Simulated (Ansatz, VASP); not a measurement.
# MgF2 in VASP and in Ansatz

The input INCAR:

```
SYSTEM = MgF2
PREC = Accurate
ENCUT = 520
EDIFF = 1E-8
ISMEAR = -1
SIGMA = 0.02
LREAL = .False.
LASPH = .True.
NELM = 120
ALGO = Normal
ISIF = 2
LWAVE = .False.
LCHARG = .False.
GGA = CA
LEFG = .True.
NBANDS = 25
GGA_COMPAT = .False.
```

The input KPOINTS:

```
regular mesh
0
Gamma
  5 5 7
  0 0 0
```

POSCAR

```
MgF2
1.0
    4.5902836292      0.0000000000      0.0000000000
    0.0000000000      4.5902836292      0.0000000000
    0.0000000000      0.0000000000      2.9956584505
Mg F
2 4
Direct
    0.0000000000      0.0000000000      0.0000000000
    0.5000000000      0.5000000000      0.5000000000
    0.3028000000      0.3028000000      0.0000000000
    0.1972000000      0.8028000000      0.5000000000
    0.6972000000      0.6972000000      0.0000000000
    0.8028000000      0.1972000000      0.5000000000
```

Input for Ansatz:

```yaml
crystal:
  lattice:
    - [4.5902836292, 0.0, 0.0]
    - [0.0, 4.5902836292, 0.0]
    - [0.0, 0.0, 2.9956584505]
  atoms:
    - { symbol: Mg, position: [0.0, 0.0, 0.0] }
    - { symbol: Mg, position: [0.5, 0.5, 0.5] }
    - { symbol: F, position: [0.3028, 0.3028, 0.0] }
    - { symbol: F, position: [0.1972, 0.8028, 0.5] }
    - { symbol: F, position: [0.6972, 0.6972, 0.0] }
    - { symbol: F, position: [0.8028, 0.1972, 0.5] }
kpoints:
  mp_grid: { grid: [5, 5, 7] }
scf:
  occupations: { method: fermi_dirac, width: 0.02 }
hamiltonian:
  xc: lda
  pseudopotentials: { kind: all_electron, datasets: crystal }
output:
  forces: true
  stress: true
  eigenvalues: true
  efg: { contact_densities: true }
```

Change from the starting cell: volume scaled by 0.98, crystal datasets.

Alike in both runs: task electric field gradients; functional LDA; k mesh 5 × 5 × 7; occupations fermi-dirac, width 0.02 eV; no spin polarisation.

|  | VASP | Ansatz |
| --- | --- | --- |
| version | VASP 6.6.1 | Ansatz 0.2.0 |
| potentials or method | VASP PAW LDA potentials, release 64 (Mg, F), cutoff 520 eV | all-electron PAW with datasets made for the crystal, scalar-relativistic |

VASP gave:

* gap on the k mesh at the Fermi level (eV): 7.01
* pressure (GPa): -2.7
* traceless stress, the component that is largest in VASP (GPa): 1.29
* rms of the force components (eV/Å): 0.007
* size of Vzz on the site where it differs most (V/Å²): 47.2

**Question.** Which values does Ansatz return?

**Answer.** gap on the k mesh at the Fermi level (eV): 7.02; pressure (GPa): -0.8; traceless stress, the component that is largest in VASP (GPa): 1.09; rms of the force components (eV/Å): 0.001; size of Vzz on the site where it differs most (V/Å²): 47.5.

LDA's correlation is that of Perdew and Zunger in VASP and of Perdew and Wang (1992) in Ansatz. Atom by atom the forces differ by 0.006 eV/Å (rms over components). Ansatz ran all-electron here, and VASP with PAW potentials.
